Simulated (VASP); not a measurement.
## SiO2: single point with PBEsol

Crystal: SiO2.

```xyz
12
Lattice="-4.4859 4.4859 2.6253 4.4859 -4.4859 2.6253 4.4859 4.4859 -2.6253" Properties=species:S:1:pos:R:3 pbc="T T T"
Si    1.5872    1.5872    0.0000
Si   -2.8987    2.8987    2.6253
Si    2.8987   -2.8987    2.6253
Si    2.8987    2.8987    2.6253
O     2.2430    2.2430    1.3127
O     2.2430   -2.2430    1.3127
O    -2.2430    2.2430    1.3127
O     2.2430    2.2430   -1.3127
O     1.8788    0.0000    0.0000
O     0.0000    7.0930    0.0000
O     0.0000    1.8788    0.0000
O     7.0930    0.0000    0.0000
```

* Program: VASP 6.6.1
* Task: single point
* Functional: PBEsol
* Potentials or basis: VASP PAW PBE potentials, release 64 (Si, O)
* Cutoff: 520 eV
* k mesh: 6 × 6 × 6
* Occupations: fermi-dirac, width 0.02 eV
* Spin: no spin polarisation
* Dipole correction: no
* Further INCAR settings: ALGO = Normal; EDIFF = 1e-07; NBANDS = 44

```
Pressure               : 0.4 GPa
Largest force          : 0.029 eV/Å
Band gap on the k mesh : 5.47 eV, indirect (the least direct gap lies 2.8 meV higher)
```

Forces in eV/Å, atoms in the order of the input:
```
Si   0.020  0.020  0.000
Si   0.020 -0.020  0.000
Si  -0.020  0.020  0.000
Si  -0.020 -0.020  0.000
O    0.000  0.000  0.000
O    0.000  0.000  0.000
O    0.000  0.000  0.000
O    0.000  0.000  0.000
O    0.002  0.000  0.000
O    0.000 -0.002  0.000
O    0.000  0.002  0.000
O   -0.002  0.000  0.000
```

Levels at points of the mesh, in eV from the valence-band top:
```csv
k point,band 30,band 31,band 32,band 33,band 34,band 35
"(0.00, 0.00, 0.00)",-0.67,-0.01,0.00,5.47,8.38,8.39
"(0.50, 0.00, 0.00)",-0.77,-0.59,-0.26,7.61,7.82,8.72
"(0.50, 0.50, 0.00)",-0.39,-0.38,-0.24,6.60,7.03,8.55
"(0.50, 0.50, 0.50)",-0.19,0.00,0.00,7.55,7.55,7.67
```

It took 6.7 min on 1 thread of Intel(R) Xeon(R) Platinum 8488C (Sapphire Rapids), with other jobs on the host, peak memory 0.5 GiB.

Caveat: the PAW data sets were made with another functional, which shifts forces and pressure a little. A hybrid or GW would open this gap; PBEsol tends to underestimate it.
